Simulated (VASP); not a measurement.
# SrTiO3 (Pm-3m) in VASP: relaxation of cell and atoms with PBEsol

Aim: the relaxation of cell and atoms of SrTiO3 with PBEsol.

Program: VASP 6.6.1. These are calculated values, not measurements. Logs are shortened: lines on timing, memory, paths and dates and some standing lists are left out, and cuts for length are marked.

## (1) The cell of the first run

It takes space group Pm-3m (No. 221, cubic). Conventional cell: a = 3.913 Å, b = 3.913 Å, c = 3.913 Å, α = 90.00°, β = 90.00°, γ = 90.00°. Sr (site symmetry m-3m) has 12 O at 2.77 Å and 8 Ti at 3.39 Å within 3.6 Å. Within 2.6 Å of Ti (site symmetry m-3m) lie 6 O at 1.96 Å. Within 2.6 Å of O (site symmetry 4/mmm) lie 2 Ti at 1.96 Å.

## (2) Relaxation of cell and atoms, PBEsol

Input file INCAR:

```
ALGO = Normal
EDIFF = 1E-6
EDIFFG = -0.005
ENCUT = 600
GGA = PS
IBRION = 2
ISIF = 3
ISMEAR = 0
LASPH = True
LCHARG = False
LREAL = False
LWAVE = False
NELM = 100
NSW = 100
PREC = Accurate
SIGMA = 0.02
```

Input file KPOINTS:

```
k-points
0
Gamma
  6 6 6
```

Input file POSCAR:

```
SrTiO3
1.0
    3.9127013100      0.0000000000      0.0000000000
    0.0000000000      3.9127013100      0.0000000000
    0.0000000000      0.0000000000      3.9127013100
Sr Ti O
1 1 3
Direct
    0.0000000000      0.0000000000      0.0000000000
    0.5000000000      0.5000000000      0.5000000000
    0.5000000000      0.0000000000      0.5000000000
    0.5000000000      0.5000000000      0.0000000000
    0.0000000000      0.5000000000      0.5000000000
```

Potentials or basis: VASP PAW PBE potentials, release 64 (Sr_sv, Ti_sv, O).

Command:

```bash
cat potpaw_PBE.64/Sr_sv/POTCAR potpaw_PBE.64/Ti_sv/POTCAR potpaw_PBE.64/O/POTCAR > POTCAR
mpirun -np 1 vasp_std > vasp.out
```

OUTCAR:

```text
EDIFF = 1E-6
   EDIFFG = -0.005
   ENCUT = 600
   GGA = PS
   IBRION = 2
   ISIF = 3
   ISMEAR = 0
   LASPH = True
   LREAL = False
   NELM = 100
   NSW = 100
   PREC = Accurate

 ion  position               nearest neighbor table
   1  0.000  0.000  0.000-   3 2.77   4 2.77   5 2.77   3 2.77   5 2.77   4 2.77   5 2.77   5 2.77
                             3 2.77   4 2.77   3 2.77   4 2.77   2 3.39   2 3.39   2 3.39   2 3.39
   2  0.500  0.500  0.500-   3 1.96   4 1.96   5 1.96   4 1.96   3 1.96   5 1.96   1 3.39   1 3.39
                             1 3.39   1 3.39   1 3.39   1 3.39   1 3.39   1 3.39
   3  0.500  0.000  0.500-   2 1.96   2 1.96   1 2.77   1 2.77   1 2.77   1 2.77
   4  0.500  0.500  0.000-   2 1.96   2 1.96   1 2.77   1 2.77   1 2.77   1 2.77
   5  0.000  0.500  0.500-   2 1.96   2 1.96   1 2.77   1 2.77   1 2.77   1 2.77

  LATTYP: Found a simple cubic cell.
 ALAT       =     3.9127013100

  Lattice vectors:

 A1 = (   3.9127013100,   0.0000000000,   0.0000000000)
 A2 = (   0.0000000000,   3.9127013100,   0.0000000000)
 A3 = (   0.0000000000,   0.0000000000,   3.9127013100)

Analysis of symmetry for initial positions (statically):
=====================================================================
 Subroutine PRICEL returns:
 Original cell was already a primitive cell.

 Routine SETGRP: Setting up the symmetry group for a
 simple cubic supercell.

 Subroutine GETGRP returns: Found 48 space group operations
 (whereof 48 operations were pure point group operations)
 out of a pool of 48 trial point group operations.

The static configuration has the point symmetry O_h .

Analysis of symmetry for dynamics (positions and initial velocities):
=====================================================================
 Subroutine PRICEL returns:
 Original cell was already a primitive cell.

 Routine SETGRP: Setting up the symmetry group for a
 simple cubic supercell.

 Subroutine GETGRP returns: Found 48 space group operations
 (whereof 48 operations were pure point group operations)
 out of a pool of 48 trial point group operations.

The dynamic configuration has the point symmetry O_h .

 Subroutine INISYM returns: Found 48 space group operations
 (whereof 48 operations are pure point group operations),
 and found     1 'primitive' translations

----------------------------------------------------------------------------------------

                                     Primitive cell

  volume of cell :      59.9005

  direct lattice vectors                    reciprocal lattice vectors
     3.912701310  0.000000000  0.000000000     0.255577904  0.000000000  0.000000000
     0.000000000  3.912701310  0.000000000     0.000000000  0.255577904  0.000000000
     0.000000000  0.000000000  3.912701310     0.000000000  0.000000000  0.255577904

  length of vectors
     3.912701310  3.912701310  3.912701310     0.255577904  0.255577904  0.255577904

  position of ions in fractional coordinates (direct lattice)
     0.000000000  0.000000000  0.000000000
     0.500000000  0.500000000  0.500000000
     0.500000000  0.000000000  0.500000000
     0.500000000  0.500000000  0.000000000
     0.000000000  0.500000000  0.500000000

  ion indices of the primitive-cell ions
   primitive index   ion index
                 1           1
                 2           2
                 3           3
                 4           4
                 5           5

----------------------------------------------------------------------------------------

 KPOINTS: k-points

Automatic generation of k-mesh.
 Grid dimensions read from file:
 generate k-points for:    6    6    6

 Generating k-lattice:

  Cartesian coordinates                     Fractional coordinates (reciprocal lattice)
     0.042596317  0.000000000  0.000000000     0.166666667  0.000000000  0.000000000
     0.000000000  0.042596317  0.000000000     0.000000000  0.166666667  0.000000000
     0.000000000  0.000000000  0.042596317     0.000000000  0.000000000  0.166666667

  Length of vectors
     0.042596317  0.042596317  0.042596317

  Shift w.r.t. Gamma in fractional coordinates (k-lattice)
     0.000000000  0.000000000  0.000000000

 Subroutine IBZKPT returns following result:
 ===========================================

 Found     20 irreducible k-points:

 Following reciprocal coordinates:
            Coordinates               Weight
  0.000000  0.000000  0.000000      1.000000
  0.166667  0.000000  0.000000      6.000000
  0.333333  0.000000  0.000000      6.000000
  0.500000  0.000000  0.000000      3.000000
  0.166667  0.166667  0.000000     12.000000
  0.333333  0.166667  0.000000     24.000000
[... 12 lines left out ...]
  0.500000  0.500000  0.333333      6.000000
  0.500000  0.500000  0.500000      1.000000
   k-points           NKPTS =     20   k-points in BZ     NKDIM =     20   number of bands    NBANDS=     24
   number of dos      NEDOS =    301   number of ions     NIONS =      5
   total plane-waves  NPLWV =  32768
   dimension x,y,z NGX =    32 NGY =   32 NGZ =   32
   dimension x,y,z NGXF=    64 NGYF=   64 NGZF=   64
   ions per type =               1   1   3
   NGX,Y,Z   is equivalent  to a cutoff of  13.60, 13.60, 13.60 a.u.
   NGXF,Y,Z  is equivalent  to a cutoff of  27.19, 27.19, 27.19 a.u.
 SYSTEM =  unknown system
   PREC   = accura    normal or accurate (medium, high low for compatibility)
   ISTART =      0    job   : 0-new  1-cont  2-samecut
   ICHARG =      2    charge: 1-file 2-atom 10-const
   ISPIN  =      1    spin polarized calculation?
   LNONCOLLINEAR =      F non collinear calculations
   LSORBIT =      F    spin-orbit coupling
   LASPH  =      T    aspherical Exc in radial PAW
   ENCUT  =  600.0 eV  44.10 Ry    6.64 a.u.   7.81  7.81  7.81*2*pi/ulx,y,z
   NELM   =    100;   NELMIN=  2; NELMDL= -5     # of ELM steps
   EDIFF  = 0.1E-05   stopping-criterion for ELM
   LREAL  =      F    real-space projection
   EDIFFG = -.5E-02   stopping-criterion for IOM
   NSW    =    100    number of steps for IOM
   IBRION =      2    ionic relax: 0-MD 1-quasi-New 2-CG
   NFREE  =      1    steps in history (QN), initial steepest desc. (CG)
   ISIF   =      3    stress and relaxation
   ISYM   =      2    0-nonsym 1-usesym 2-fastsym
   POTIM  = 0.5000    time-step for ionic-motion
   TEBEG  =    0.0;   TEEND  =   0.0 temperature during run
   PSTRESS=    0.0 pullay stress
   NELECT =      40.0000    total number of electrons
   NUPDOWN=      -1.0000    fix difference up-down
   EMIN   =  10.00;   EMAX   =-10.00  energy-range for DOS
   EFERMI =   0.00;   METHOD = LEGACY
   ISMEAR =     0;   SIGMA  =   0.02  broadening in eV -4-tet -1-fermi 0-gaus
   EFERMI_NEDOS =   21; number of points for ismear=-14 and -15
   IALGO  =     38    algorithm
   IMIX   =      4    mixing-type and parameters
     AMIX     =   0.40;   BMIX     =  1.00
     AMIX_MAG =   1.60;   BMIX_MAG =  1.00
  volume/ion in A,a.u.               =      11.98        80.85
  Fermi-wavevector in a.u.,A,eV,Ry     =   1.430929  2.704064 27.858721  2.047558
  Thomas-Fermi vector in A             =   2.550721
   LORBIT       =      0    0 simple, 1 ext, 2 COOP (PROOUT), +10 PAW based schemes
   GGA     = PS    functional components
   LHFCALC =     F    Hartree Fock is set to
   AEXX    =    0.0000 exact exchange contribution
   IVDW    =     0    specifies the selected vdW correction
   LEPSILON=     F    determine dielectric tensor
   LRPA    =     F    only Hartree local field effects (RPA)
 conjugate gradient relaxation of ions
 non-spin polarized calculation
 Gauss-broadening in eV      SIGMA  =   0.02
  energy-cutoff  :      600.00
  volume of cell :       59.90
 maximum number of plane-waves:      2016
 NGX is ok and might be reduce to    32
   NGX = 15   NGY = 15   NGZ = 15

--------------------------------------- Ionic step        1  -------------------------------------------

 number of electron      39.9999977 magnetization

 Free energy of the ion-electron system (eV)
  ---------------------------------------------------
  ext. energy  EPLUGINS =         0.00000000
  ---------------------------------------------------
  free energy    TOTEN  =       -42.01691846 eV

  energy without entropy =      -42.01691846  energy(sigma->0) =      -42.01691846

------------------------ aborting loop because EDIFF is reached ----------------------------------------

  FORCE on cell =-STRESS in cart. coord.  units (eV):
  Direction    XX          YY          ZZ          XY          YZ          ZX
  --------------------------------------------------------------------------------------
  -------------------------------------------------------------------------------------
  Total       -0.9423036     -0.9423036     -0.9423036     -0.0000000     -0.0000000     -0.0000000
  in kB      -25.2041084    -25.2041084    -25.2041084     -0.0000000     -0.0000000     -0.0000000
  external PRESSURE =     -25.2041084 kB  Pullay stress =       0.0000000 kB

 VOLUME and BASIS-vectors are now :
 -----------------------------------------------------------------------------
  energy-cutoff  :      600.00
  volume of cell :       59.90
      direct lattice vectors                 reciprocal lattice vectors
     3.912701310  0.000000000  0.000000000     0.255577904  0.000000000  0.000000000
     0.000000000  3.912701310  0.000000000     0.000000000  0.255577904  0.000000000
     0.000000000  0.000000000  3.912701310     0.000000000  0.000000000  0.255577904

 POSITION                                       TOTAL-FORCE (eV/Angst)
 -----------------------------------------------------------------------------------
      0.00000      0.00000      0.00000         0.000000      0.000000      0.000000
      1.95635      1.95635      1.95635         0.000000      0.000000      0.000000
      1.95635      0.00000      1.95635         0.000000      0.000000      0.000000
      1.95635      1.95635      0.00000         0.000000      0.000000      0.000000
      0.00000      1.95635      1.95635         0.000000      0.000000      0.000000
 -----------------------------------------------------------------------------------
    total drift:                                0.000000     -0.000000     -0.000000

  FREE ENERGIE OF THE ION-ELECTRON SYSTEM (eV)
  ---------------------------------------------------
  free  energy   TOTEN  =       -42.0169184597 eV
[... 26 lines left out ...]
 POSITION                                       TOTAL-FORCE (eV/Angst)
 -----------------------------------------------------------------------------------
      0.00000      0.00000      0.00000        -0.000000      0.000000      0.000000
      1.93856      1.93856      1.93856         0.000000     -0.000000      0.000000
      1.93856     -0.00000      1.93856        -0.000000     -0.000000      0.000000
      1.93856      1.93856     -0.00000        -0.000000      0.000000      0.000000
      0.00000      1.93856      1.93856         0.000000     -0.000000      0.000000
 -----------------------------------------------------------------------------------
    total drift:                                0.000000     -0.000000     -0.000000

  FREE ENERGIE OF THE ION-ELECTRON SYSTEM (eV)
  ---------------------------------------------------
  free  energy   TOTEN  =       -42.0171187692 eV

  energy  without entropy=      -42.0171187692  energy(sigma->0) =      -42.01711877

--------------------------------------- Ionic step        3  -------------------------------------------

 number of electron      39.9999982 magnetization

 Free energy of the ion-electron system (eV)
  ---------------------------------------------------
  ext. energy  EPLUGINS =         0.00000000
  ---------------------------------------------------
  free energy    TOTEN  =       -42.02340264 eV

  energy without entropy =      -42.02340264  energy(sigma->0) =      -42.02340264

 E-fermi :   4.2542     XC(G=0): -11.5815

 val. band max:        4.0888429697   @ k =   0.5000   0.5000   0.5000
 cond. band min:       5.9035329957   @ k =   0.0000   0.0000   0.0000
 fundamental gap:      1.8146900259
 Fermi energy:         4.2542369917

 k-point     1 :       0.0000    0.0000    0.0000
  band No.  band energies     occupation
      1     -52.0805      2.00000
      2     -28.5313      2.00000
      3     -28.4481      2.00000
      4     -28.4481      2.00000
      5     -28.4481      2.00000
      6     -13.2994      2.00000
[... 16 lines left out ...]
     23       5.9035      0.00000
     24       8.4779      0.00000

 k-point     2 :       0.1667    0.0000    0.0000
  band No.  band energies     occupation
      1     -52.0801      2.00000
      2     -28.5633      2.00000
      3     -28.4473      2.00000
      4     -28.4473      2.00000
      5     -28.4286      2.00000
      6     -13.3193      2.00000
[... 515 lines left out ...]
 VOLUME and BASIS-vectors are now :
 -----------------------------------------------------------------------------
  energy-cutoff  :      600.00
  volume of cell :       59.08
      direct lattice vectors                 reciprocal lattice vectors
     3.894758667 -0.000000000 -0.000000000     0.256755318  0.000000000 -0.000000000
    -0.000000000  3.894758667 -0.000000000     0.000000000  0.256755318  0.000000000
     0.000000000 -0.000000000  3.894758667     0.000000000  0.000000000  0.256755318

 POSITION                                       TOTAL-FORCE (eV/Angst)
 -----------------------------------------------------------------------------------
      0.00000      0.00000      0.00000        -0.000000      0.000000      0.000000
      1.94738      1.94738      1.94738         0.000000     -0.000000      0.000000
      1.94738     -0.00000      1.94738        -0.000000     -0.000000      0.000000
      1.94738      1.94738     -0.00000        -0.000000      0.000000      0.000000
      0.00000      1.94738      1.94738         0.000000     -0.000000      0.000000
 -----------------------------------------------------------------------------------
    total drift:                                0.000000     -0.000000     -0.000000

  FREE ENERGIE OF THE ION-ELECTRON SYSTEM (eV)
  ---------------------------------------------------
  free  energy   TOTEN  =       -42.0234026423 eV

  energy  without entropy=      -42.0234026423  energy(sigma->0) =      -42.02340264

 reached required accuracy - stopping structural energy minimisation
```

Run time: 97 s. Hardware: 1 thread of Intel Xeon 8259CL, shared host; peak memory 0.22 GiB.

What came out:

```
Free energy                           : -42.0234 eV
Relaxed volume                        : 11.82 Å³/atom
Relaxed cell                          : a = 3.895 Å, b = 3.895 Å, c = 3.895 Å, α = 90.00°, β = 90.00°, γ = 90.00°
Space group after relaxing (to 0.1 Å) : Pm-3m (No. 221)
Energy gained by relaxing             : 1.3 meV/atom
Ionic steps                           : 3
Pressure after relaxing               : 0.0 GPa
Band gap on the k mesh                : 1.81 eV (least direct gap 2.17 eV)
```

The path:
```tsv
step	energy change (eV)	largest force (eV/Å)	pressure (GPa)	volume (Å³)
1	0.0000	0.0000	-2.52	59.90
2	-0.0002	0.0000	2.56	58.28
3	-0.0065	0.0000	-0.01	59.08
```

Final structure:
```xyz
5
Lattice="3.8948 0.0000 0.0000 0.0000 3.8948 0.0000 0.0000 0.0000 3.8948" Properties=species:S:1:pos:R:3 pbc="T T T"
Sr    0.0000    0.0000    0.0000
Ti    1.9474    1.9474    1.9474
O     1.9474    0.0000    1.9474
O     1.9474    1.9474    0.0000
O     0.0000    1.9474    1.9474
```

Caveat: the PAW data sets were made with another functional, which shifts forces and pressure a little. A k mesh can miss the band edges.
